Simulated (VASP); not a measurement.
# MnO (P6_3/mmc) in VASP: notebook

The runs below take MnO through single point, with PBE.

Program: VASP 6.6.1. These are calculated values, not measurements. Logs are shortened: lines on timing, memory, paths and dates and some standing lists are left out, and cuts for length are marked.

### 1 The cell of the first run

The structure is hexagonal, space group P6_3/mmc (No. 194). Conventional cell: a = 2.933 Å, b = 2.933 Å, c = 9.665 Å, α = 90.00°, β = 90.00°, γ = 120.00°. Mn (site symmetry 3m) has 6 O at 2.08 Å and 1 Mn at 2.42 Å within 2.8 Å. Within 2.8 Å of O (site symmetry -6m2) lie 6 Mn at 2.08 Å. Within 2.8 Å of O (site symmetry -3m) lie 6 Mn at 2.08 Å.

### 2 Single point, PBE, collinear spin, ferromagnetic start

File INCAR:

```
SYSTEM = MnO
PREC     = Accurate       ! precision mode
ENCUT    = 600            ! plane-wave cutoff, eV
EDIFF    = 1E-6           ! SCF threshold, eV
ISMEAR   = 0              ! smearing method
SIGMA    = 0.1            ! smearing width, eV
LREAL    = .FALSE.        ! projectors in reciprocal space
LASPH    = .TRUE.         ! aspherical terms in the spheres
NELM     = 200            ! most SCF steps
ALGO     = Normal         ! electronic algorithm
ISIF     = 2              ! what is computed and relaxed
LWAVE    = .FALSE.        ! write WAVECAR
LCHARG   = .TRUE.         ! write CHGCAR
ISPIN    = 2              ! spin polarisation
MAGMOM   = 4 4 4 4 0 0 0 0 ! initial moments
LORBIT   = 11             ! projections on sites
LMAXMIX  = 4              ! l up to which the mixer works
GGA      = PE             ! functional
LELF     = .TRUE.         ! ELF
LVHAR    = .TRUE.       
NBANDS   = 52             ! bands
GGA_COMPAT= .FALSE.
```

File KPOINTS:

```
Automatic mesh
0
G
  6 6 2
  0 0 0
```

File POSCAR:

```
MnO
1.0
    2.9330127600      0.0000000000      0.0000000000
   -1.4665063800      2.5400635600      0.0000000000
    0.0000000000      0.0000000000      9.6648028100
Mn O
4 4
Direct
    0.3333333300      0.6666666700      0.8750000000
    0.6666666700      0.3333333300      0.1250000000
    0.6666666700      0.3333333300      0.3750000000
    0.3333333300      0.6666666700      0.6250000000
    0.6666666700      0.3333333300      0.7500000000
    0.0000000000      0.0000000000      0.0000000000
    0.3333333300      0.6666666700      0.2500000000
    0.0000000000      0.0000000000      0.5000000000
```

Potentials or basis: VASP PAW PBE potentials, release 64 (Mn_pv, O).

Run with:

```sh
> cat potpaw_PBE.64/Mn_pv/POTCAR potpaw_PBE.64/O/POTCAR > POTCAR
> mpirun -np 1 vasp_std > vasp.out
```

OUTCAR:

```text
SYSTEM = MnO
   PREC = Accurate
   ENCUT = 600
   EDIFF = 1E-6
   ISMEAR = 0
   LREAL = .FALSE.
   LASPH = .TRUE.
   NELM = 200
   ISIF = 2
   ISPIN = 2
   LORBIT = 11
   GGA = PE

 ion  position               nearest neighbor table
   1  0.333  0.667  0.875-   6 2.08   5 2.08   5 2.08   6 2.08   6 2.08   5 2.08   4 2.42   2 2.95
                             2 2.95   2 2.95
   2  0.667  0.333  0.125-   7 2.08   6 2.08   7 2.08   6 2.08   6 2.08   7 2.08   3 2.42   1 2.95
                             1 2.95   1 2.95
   3  0.667  0.333  0.375-   7 2.08   8 2.08   7 2.08   8 2.08   8 2.08   7 2.08   2 2.42   4 2.95
                             4 2.95   4 2.95
   4  0.333  0.667  0.625-   8 2.08   5 2.08   5 2.08   8 2.08   8 2.08   5 2.08   1 2.42   3 2.95
                             3 2.95   3 2.95
   5  0.667  0.333  0.750-   1 2.08   4 2.08   1 2.08   4 2.08   1 2.08   4 2.08
   6  0.000  0.000  0.000-   1 2.08   2 2.08   2 2.08   1 2.08   2 2.08   1 2.08
   7  0.333  0.667  0.250-   2 2.08   3 2.08   2 2.08   3 2.08   2 2.08   3 2.08
   8  0.000  0.000  0.500-   3 2.08   4 2.08   3 2.08   4 2.08   3 2.08   4 2.08

  LATTYP: Found a hexagonal cell.
 ALAT       =     2.9330127600
 C/A-ratio  =     3.2951792579

  Lattice vectors:

 A1 = (   2.9330127600,   0.0000000000,   0.0000000000)
 A2 = (  -1.4665063800,   2.5400635600,   0.0000000000)
 A3 = (   0.0000000000,   0.0000000000,   9.6648028100)

Analysis of symmetry for initial positions (statically):
=====================================================================
 Subroutine PRICEL returns:
 Original cell was already a primitive cell.

 Routine SETGRP: Setting up the symmetry group for a
 hexagonal supercell.

 Subroutine GETGRP returns: Found 24 space group operations
 (whereof 12 operations were pure point group operations)
 out of a pool of 24 trial point group operations.

The static configuration has the point symmetry D_3d.
 The point group associated with its full space group is D_6h.

Analysis of symmetry for dynamics (positions and initial velocities):
=====================================================================
 Subroutine PRICEL returns:
 Original cell was already a primitive cell.

 Routine SETGRP: Setting up the symmetry group for a
 hexagonal supercell.

 Subroutine GETGRP returns: Found 24 space group operations
 (whereof 12 operations were pure point group operations)
 out of a pool of 24 trial point group operations.

The dynamic configuration has the point symmetry D_3d.
 The point group associated with its full space group is D_6h.

Analysis of structural, dynamic, and magnetic symmetry:
[... 157 lines left out ...]
  ---------------------------------------------------
  free energy    TOTEN  =       -63.82013347 eV

  energy without entropy =      -63.79848032  energy(sigma->0) =      -63.80930690

 E-fermi :  10.1675     XC(G=0): -13.0413

 val. band max:       10.1481869740   @ k =   0.1667   0.0000   0.0000
 cond. band min:      10.1921299594   @ k =   0.0000   0.0000   0.0000
 fundamental gap:      0.0439429855
 Fermi energy:        10.1674502164

 spin component 1

 k-point     1 :       0.0000    0.0000    0.0000
  band No.  band energies     occupation
      1     -40.1327      1.00000
      2     -40.1327      1.00000
      3     -40.1245      1.00000
      4     -40.1245      1.00000
      5     -40.1053      1.00000
      6     -40.1053      1.00000
[... 731 lines left out ...]
     49      18.1226      0.00000
     50      18.1226      0.00000
 Fermi energy:        10.1674502164

 spin component 2

 k-point     1 :       0.0000    0.0000    0.0000
  band No.  band energies     occupation
      1     -36.3732      1.00000
      2     -36.2838      1.00000
      3     -36.1423      1.00000
      4     -36.1423      1.00000
      5     -36.1331      1.00000
      6     -36.1331      1.00000
[... 731 lines left out ...]
     49      19.3791      0.00000
     50      19.3791      0.00000
 [bands above 50 left out]

------------------------ aborting loop because EDIFF is reached ----------------------------------------

  FORCE on cell =-STRESS in cart. coord.  units (eV):
  Direction    XX          YY          ZZ          XY          YZ          ZX
  --------------------------------------------------------------------------------------
  -------------------------------------------------------------------------------------
  Total       11.7789926     11.7789926     17.7273477      0.0000000      0.0000000      0.0000000
  in kB      262.1001071    262.1001072    394.4598547      0.0000000      0.0000000      0.0000000
  external PRESSURE =     306.2200230 kB  Pullay stress =       0.0000000 kB

 VOLUME and BASIS-vectors are now :
 -----------------------------------------------------------------------------
  energy-cutoff  :      600.00
  volume of cell :       72.00
      direct lattice vectors                 reciprocal lattice vectors
     2.933012760  0.000000000  0.000000000     0.340946352  0.196845468  0.000000000
    -1.466506380  2.540063560  0.000000000     0.000000000  0.393690936  0.000000000
     0.000000000  0.000000000  9.664802810     0.000000000  0.000000000  0.103468226

 POSITION                                       TOTAL-FORCE (eV/Angst)
 -----------------------------------------------------------------------------------
     -0.00000      1.69338      8.45670         0.000000     -0.000000      1.120734
      1.46651      0.84669      1.20810        -0.000000      0.000000     -1.120734
      1.46651      0.84669      3.62430        -0.000000      0.000000      1.120734
     -0.00000      1.69338      6.04050         0.000000     -0.000000     -1.120734
      1.46651      0.84669      7.24860         0.000000      0.000000      0.000000
      0.00000      0.00000      0.00000         0.000000      0.000000      0.000000
     -0.00000      1.69338      2.41620        -0.000000     -0.000000      0.000000
      0.00000      0.00000      4.83240         0.000000      0.000000      0.000000
 -----------------------------------------------------------------------------------
    total drift:                               -0.000041      0.000024     -0.000016

  FREE ENERGIE OF THE ION-ELECTRON SYSTEM (eV)
  ---------------------------------------------------
  free  energy   TOTEN  =       -63.8201334740 eV

  energy  without entropy=      -63.7984803207  energy(sigma->0) =      -63.80930690

 total charge

# of ion       s       p       d       tot
------------------------------------------
    1        0.247   6.262   5.157  11.667
    2        0.247   6.262   5.157  11.667
    3        0.247   6.262   5.157  11.667
    4        0.247   6.262   5.157  11.667
    5        1.563   3.480   0.000   5.043
    6        1.565   3.484   0.000   5.049
    7        1.563   3.480   0.000   5.043
    8        1.565   3.484   0.000   5.049
--------------------------------------------------
tot          7.244  38.977  20.629  66.851

 magnetization (x)

# of ion       s       p       d       tot
------------------------------------------
    1        0.027   0.027   3.580   3.634
    2        0.027   0.027   3.580   3.634
    3        0.027   0.027   3.580   3.634
    4        0.027   0.027   3.580   3.634
    5        0.032   0.104   0.000   0.136
    6        0.034   0.110   0.000   0.145
    7        0.032   0.104   0.000   0.136
    8        0.034   0.110   0.000   0.145
--------------------------------------------------
tot          0.239   0.537  14.320  15.096
```

OSZICAR:

```text
N       E                     dE             d eps       ncg     rms          rms(c)
DAV:   1     0.111023580236E+04    0.11102E+04   -0.44552E+04  2912   0.211E+03
DAV:   2     0.551756701192E+02   -0.10551E+04   -0.97442E+03  2944   0.601E+02
DAV:   3    -0.671560383888E+02   -0.12233E+03   -0.11697E+03  3088   0.202E+02
DAV:   4    -0.720939675233E+02   -0.49379E+01   -0.48672E+01  3156   0.397E+01
DAV:   5    -0.721611004431E+02   -0.67133E-01   -0.67056E-01  3072   0.505E+00    0.360E+01
DAV:   6    -0.644352809174E+02    0.77258E+01   -0.52232E+01  3796   0.515E+01    0.230E+01
DAV:   7    -0.638184525181E+02    0.61683E+00   -0.80400E+00  3284   0.277E+01    0.179E+01
DAV:   8    -0.639074731443E+02   -0.89021E-01   -0.10693E+00  3064   0.474E+00    0.885E+00
DAV:   9    -0.638071447363E+02    0.10033E+00   -0.26112E-01  3852   0.408E+00    0.189E+00
DAV:  10    -0.638194283509E+02   -0.12284E-01   -0.67668E-02  2996   0.164E+00    0.334E-01
DAV:  11    -0.638199562972E+02   -0.52795E-03   -0.38010E-03  3096   0.292E-01    0.281E-01
DAV:  12    -0.638200846655E+02   -0.12837E-03   -0.23861E-04  3024   0.116E-01    0.143E-01
DAV:  13    -0.638201269586E+02   -0.42293E-04   -0.78114E-05  3228   0.557E-02    0.625E-02
DAV:  14    -0.638201317121E+02   -0.47534E-05   -0.83139E-06  2704   0.189E-02    0.971E-03
DAV:  15    -0.638201332260E+02   -0.15139E-05   -0.88523E-07  1664   0.788E-03    0.398E-03
DAV:  16    -0.638201334740E+02   -0.24798E-06   -0.85999E-07  1624   0.537E-03
   1 F= -.63820133E+02 E0= -.63809307E+02  d E =-.216532E-01  mag=    15.6696
```

stdout:

```text
POSCAR found type information on POSCAR MnO
 POSCAR found :  2 types and       8 ions
 scaLAPACK will be used
 LDA part: xc-table for (Slater+PW92), standard interpolation
 POSCAR, INCAR and KPOINTS ok, starting setup
 FFT: planning ... GRIDC
 FFT: planning ... GRID_SOFT
 FFT: planning ... GRID
 WAVECAR not read
 entering main loop
```

Run time: 4.3 min. Hardware: 1 thread of Oxide Virtual Turin-like, shared host; peak memory 0.24 GiB.

What came out:

```yaml
Free_energy: -63.8201 eV
Pressure: 30.6 GPa
Largest_force: 1.121 eV/Å
Net_moment: 15.67 μB per cell
Site_moments: Mn +3.63; O +0.14 μB
Valence_electrons_inside_the_program's_atomic_spheres: Mn 11.67; O 5.04, 5.05 (each value once)
```

Forces on the atoms (eV/Å):
```
Mn   0.000  0.000  1.121
Mn   0.000  0.000 -1.121
Mn   0.000  0.000  1.121
Mn   0.000  0.000 -1.121
O    0.000  0.000  0.000
O    0.000  0.000  0.000
O    0.000  0.000  0.000
O    0.000  0.000  0.000
```

Levels at points of the mesh, in eV from the Fermi level:
Spin up:
```csv
k point,band 44,band 45,band 46,band 47,band 48,band 49
"(0.00, 0.00, 0.00)",-0.64,-0.34,-0.34,0.65,0.72,0.72
"(0.50, 0.00, 0.00)",-0.39,-0.37,-0.30,0.78,0.85,4.39
"(0.00, 0.00, 0.50)",-1.26,0.40,0.40,0.40,0.40,1.59
"(0.50, 0.00, 0.50)",-1.04,0.41,0.41,0.45,0.45,5.02
```
Spin down:
```tsv
k point	band 27	band 28	band 29	band 30	band 31	band 32	band 33	band 34
(0.00, 0.00, 0.00)	-4.47	-4.47	-1.26	-0.55	0.02	0.02	0.22	0.22
(0.50, 0.00, 0.00)	-6.06	-5.58	-2.03	-0.70	-0.45	1.16	1.31	1.42
(0.00, 0.00, 0.50)	-4.88	-4.88	-0.91	-0.91	0.19	0.19	0.19	0.19
(0.50, 0.00, 0.50)	-5.73	-5.73	-1.60	-1.60	0.55	0.55	1.38	1.38
```

Caveat: the k points lie up to 0.41 Å⁻¹ apart; semilocal functionals often make such compounds metallic where correlation or magnetic order opens a gap, which also shifts bond lengths; the run started ferromagnetic, and an antiferromagnetic order may lie lower in energy; forces of over 1 eV/Å act on the atoms, so gaps and moduli don't describe the material at rest. With open d or f shells a metallic result of PBE can be an artefact of self-interaction; +U or a hybrid may open a gap.

### 3 Single point, PBE, collinear spin, ferromagnetic start

This run uses another cell than the first one, of 11.13 Å³/atom.

File INCAR:

```
  PREC = Accurate
  ENCUT = 600
  EDIFF = 1E-6
  ISMEAR = 0
  SIGMA = 0.1
  LREAL = False
  LASPH = True
  NELM = 200
  ALGO = Normal
  ISIF = 2
  LWAVE = False
  LCHARG = False
  ISPIN = 2
  MAGMOM = 4 4 4 4 0 0 0 0
  LORBIT = 11
  LMAXMIX = 4
  GGA = PE
  NBANDS = 52
  GGA_COMPAT = False
```

File KPOINTS:

```
regular mesh
0
Gamma
  6 6 2
```

File POSCAR:

```
MnO
1.0
    3.1132571307      0.0000000000      0.0000000000
   -1.5566285654      2.6961597637      0.0000000000
    0.0000000000      0.0000000000     10.6094734475
Mn O
4 4
Direct
    0.3333333333      0.6666666667      0.8781868432
    0.6666666667      0.3333333333      0.1218131568
    0.6666666667      0.3333333333      0.3781868432
    0.3333333333      0.6666666667      0.6218131568
    0.6666666667      0.3333333333      0.7500000000
    0.0000000000      0.0000000000      0.0000000000
    0.3333333333      0.6666666667      0.2500000000
    0.0000000000      0.0000000000      0.5000000000
```

Potentials or basis: VASP PAW PBE potentials, release 64 (Mn_pv, O).

Run with:

```sh
> cat potpaw_PBE.64/Mn_pv/POTCAR potpaw_PBE.64/O/POTCAR > POTCAR
> mpirun -np 1 vasp_std > vasp.out
```

OUTCAR:

```text
PREC = Accurate
   ENCUT = 600
   EDIFF = 1E-6
   ISMEAR = 0
   LREAL = False
   LASPH = True
   NELM = 200
   ISIF = 2
   ISPIN = 2
   LORBIT = 11
   GGA = PE

 ion  position               nearest neighbor table
   1  0.333  0.667  0.878-   6 2.21   6 2.21   6 2.21   5 2.25   5 2.25   5 2.25   4 2.72   2 3.15
                             2 3.15   2 3.15
   2  0.667  0.333  0.122-   6 2.21   6 2.21   6 2.21   7 2.25   7 2.25   7 2.25   3 2.72   1 3.15
                             1 3.15   1 3.15
   3  0.667  0.333  0.378-   8 2.21   8 2.21   8 2.21   7 2.25   7 2.25   7 2.25   2 2.72   4 3.15
                             4 3.15   4 3.15
   4  0.333  0.667  0.622-   8 2.21   8 2.21   8 2.21   5 2.25   5 2.25   5 2.25   1 2.72   3 3.15
                             3 3.15   3 3.15
   5  0.667  0.333  0.750-   1 2.25   4 2.25   1 2.25   4 2.25   1 2.25   4 2.25
   6  0.000  0.000  0.000-   1 2.21   2 2.21   2 2.21   1 2.21   2 2.21   1 2.21
   7  0.333  0.667  0.250-   2 2.25   3 2.25   2 2.25   3 2.25   2 2.25   3 2.25
   8  0.000  0.000  0.500-   3 2.21   4 2.21   3 2.21   4 2.21   3 2.21   4 2.21

  LATTYP: Found a hexagonal cell.
 ALAT       =     3.1132571307
 C/A-ratio  =     3.4078371950

  Lattice vectors:

[... 1706 lines left out ...]
  energy-cutoff  :      600.00
  volume of cell :       89.05
      direct lattice vectors                 reciprocal lattice vectors
     3.113257131  0.000000000  0.000000000     0.321207005  0.185448951  0.000000000
    -1.556628565  2.696159764  0.000000000     0.000000000  0.370897902  0.000000000
     0.000000000  0.000000000 10.609473447     0.000000000  0.000000000  0.094255385

 POSITION                                       TOTAL-FORCE (eV/Angst)
 -----------------------------------------------------------------------------------
     -0.00000      1.79744      9.31710        -0.000000     -0.000000     -0.000811
      1.55663      0.89872      1.29237         0.000000      0.000000      0.000811
      1.55663      0.89872      4.01236         0.000000      0.000000     -0.000811
     -0.00000      1.79744      6.59711        -0.000000     -0.000000      0.000811
      1.55663      0.89872      7.95711        -0.000000      0.000000      0.000000
      0.00000      0.00000      0.00000         0.000000      0.000000      0.000000
     -0.00000      1.79744      2.65237         0.000000     -0.000000      0.000000
      0.00000      0.00000      5.30474        -0.000000      0.000000      0.000000
 -----------------------------------------------------------------------------------
    total drift:                               -0.000000      0.000000     -0.000000

  FREE ENERGIE OF THE ION-ELECTRON SYSTEM (eV)
  ---------------------------------------------------
  free  energy   TOTEN  =       -65.1019392693 eV

  energy  without entropy=      -65.0799006028  energy(sigma->0) =      -65.09091994

 total charge

# of ion       s       p       d       tot
------------------------------------------
    1        0.206   6.178   4.973  11.357
    2        0.206   6.178   4.973  11.357
    3        0.206   6.178   4.973  11.357
    4        0.206   6.178   4.973  11.357
    5        1.557   3.397   0.000   4.954
    6        1.558   3.422   0.000   4.980
    7        1.557   3.397   0.000   4.954
    8        1.558   3.422   0.000   4.980
--------------------------------------------------
tot          7.053  38.350  19.892  65.296

 magnetization (x)

# of ion       s       p       d       tot
------------------------------------------
    1        0.033   0.027   4.288   4.348
    2        0.033   0.027   4.288   4.348
    3        0.033   0.027   4.288   4.348
    4        0.033   0.027   4.288   4.348
    5        0.029   0.176   0.000   0.205
    6        0.031   0.182   0.000   0.213
    7        0.029   0.176   0.000   0.205
    8        0.031   0.182   0.000   0.213
--------------------------------------------------
tot          0.254   0.824  17.150  18.228
```

OSZICAR:

```text
N       E                     dE             d eps       ncg     rms          rms(c)
DAV:   1     0.107693905398E+04    0.10769E+04   -0.45121E+04  2928   0.200E+03
DAV:   2     0.568070942962E+02   -0.10201E+04   -0.94877E+03  2972   0.571E+02
DAV:   3    -0.685475141226E+02   -0.12535E+03   -0.11956E+03  3240   0.192E+02
DAV:   4    -0.743138208904E+02   -0.57663E+01   -0.56476E+01  3220   0.391E+01
DAV:   5    -0.744036922201E+02   -0.89871E-01   -0.89448E-01  3120   0.541E+00    0.274E+01
DAV:   6    -0.663415234251E+02    0.80622E+01   -0.73021E+01  3764   0.534E+01    0.233E+01
DAV:   7    -0.649755094897E+02    0.13660E+01   -0.83880E+00  3376   0.275E+01    0.158E+01
DAV:   8    -0.650494410063E+02   -0.73932E-01   -0.14069E+00  3160   0.513E+00    0.107E+01
DAV:   9    -0.649178610004E+02    0.13158E+00   -0.66131E-01  3476   0.550E+00    0.594E+00
DAV:  10    -0.650922037858E+02   -0.17434E+00   -0.48469E-01  3052   0.458E+00    0.100E+00
DAV:  11    -0.651002737442E+02   -0.80700E-02   -0.41411E-02  3132   0.105E+00    0.494E-01
DAV:  12    -0.651012095222E+02   -0.93578E-03   -0.22891E-03  3508   0.342E-01    0.413E-01
DAV:  13    -0.651016441537E+02   -0.43463E-03   -0.50341E-04  3372   0.129E-01    0.270E-01
DAV:  14    -0.651018872132E+02   -0.24306E-03   -0.23677E-04  3436   0.895E-02    0.115E-01
DAV:  15    -0.651019355691E+02   -0.48356E-04   -0.56213E-05  3224   0.469E-02    0.244E-02
DAV:  16    -0.651019388574E+02   -0.32883E-05   -0.10762E-05  2848   0.164E-02    0.998E-03
DAV:  17    -0.651019392693E+02   -0.41191E-06   -0.12283E-06  1848   0.641E-03
   1 F= -.65101939E+02 E0= -.65090920E+02  d E =-.220387E-01  mag=    19.2142
```

Wall time 6.2 min (1 thread of Oxide Virtual Turin-like, shared host); peak memory 0.32 GiB.

Results:

```yaml
Free_energy: -65.1019 eV
Pressure: 0.0 GPa
Net_moment: 19.21 μB per cell
Site_moments: Mn +4.35; O +0.20, +0.21 (each value once) μB
Valence_electrons_inside_the_program's_atomic_spheres: Mn 11.36; O 4.95, 4.98 (each value once)
```

Caveat: the k points lie up to 0.39 Å⁻¹ apart; semilocal functionals often make such compounds metallic where correlation or magnetic order opens a gap, which also shifts bond lengths; the run started ferromagnetic, and an antiferromagnetic order may lie lower in energy.
